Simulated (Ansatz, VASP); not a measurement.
One calculation of TaN, two programs

File INCAR:

```
  ALGO = Normal
  EDIFF = 1E-7
  ENCUT = 520
  GGA = PS
  ISIF = 2
  ISMEAR = 0
  LASPH = True
  LCHARG = False
  LREAL = False
  LWAVE = False
  NBANDS = 33
  NELM = 100
  PREC = Accurate
  SIGMA = 0.1
```

The input KPOINTS:

```
k-points
0
Gamma
  8 8 10
```

Contents of POSCAR:

```
TaN
1.0
    5.1776589838      0.0382425664     -0.1039200173
   -2.5557104579      4.5030668146      0.1039334927
   -0.0582200000      0.0336220500      2.9184521600
Ta N
3 3
Direct
    0.3211401875      0.6709747252      0.4628136588
    0.6709747252      0.3211401875      0.5371863412
   -0.0034170933     -0.0034170933      0.0000000000
    0.3961842211      0.0192009509      0.0152182576
    0.5959170087      0.5959170087      0.0000000000
    0.0192009509      0.3961842211     -0.0152182576
```

Input for Ansatz:

```yaml
crystal:
  lattice:
    - [5.1776589838, 0.0382425664, -0.1039200173]
    - [-2.5557104579, 4.5030668146, 0.1039334927]
    - [-0.05822, 0.03362205, 2.91845216]
  atoms:
    - { symbol: Ta, position: [0.3211401875, 0.6709747252, 0.4628136588] }
    - { symbol: Ta, position: [0.6709747252, 0.3211401875, 0.5371863412] }
    - { symbol: Ta, position: [-0.0034170933, -0.0034170933, 0.0] }
    - { symbol: "N", position: [0.3961842211, 0.0192009509, 0.0152182576] }
    - { symbol: "N", position: [0.5959170087, 0.5959170087, 0.0] }
    - { symbol: "N", position: [0.0192009509, 0.3961842211, -0.0152182576] }
basis:
  ecutwfc: 420
kpoints:
  mp_grid: { grid: [8, 8, 10] }
hamiltonian:
  xc: pbesol
scf:
  occupations: { method: gaussian, width: 0.1 }
output:
  forces: true
  stress: true
  eigenvalues: true
```

Alike in both runs: task single point; functional PBEsol; k mesh 8 × 8 × 10; occupations gaussian, width 0.1 eV; no spin polarisation.

|  | VASP | Ansatz |
| --- | --- | --- |
| version | VASP 6.6.1 | Ansatz 0.2.0 |
| potentials or method | VASP PAW PBE potentials, release 64 (Ta_pv, N), cutoff 520 eV | scalar-relativistic, plane waves, PAW |
| valence electrons in the cell | 48 | 54 |

Ansatz gave:

| Quantity | Value |
| --- | --- |
| gap on the k mesh at the Fermi level (eV) | none |
| pressure (GPa) | -0.6 |
| traceless stress, the component that is largest in VASP (GPa) | 7.19 |
| rms of the force components (eV/Å) | 1.238 |

**Question.** Which values does VASP return?

**Answer.** gap on the k mesh at the Fermi level (eV): none; pressure (GPa): 0.3; traceless stress, the component that is largest in VASP (GPa): 7.26; rms of the force components (eV/Å): 1.243.

VASP's potentials were made for PBE, not for PBEsol. Atom by atom the forces differ by 0.009 eV/Å (rms over components). A gap of «none» marks a metal or a gap that the smearing closes. VASP's potentials hold 48 valence electrons a cell and Ansatz's 54, so a difference there can come from the potentials and not from the codes. Ansatz's warnings: near symmetry operations not taken.

Spin-orbit coupling is off throughout.
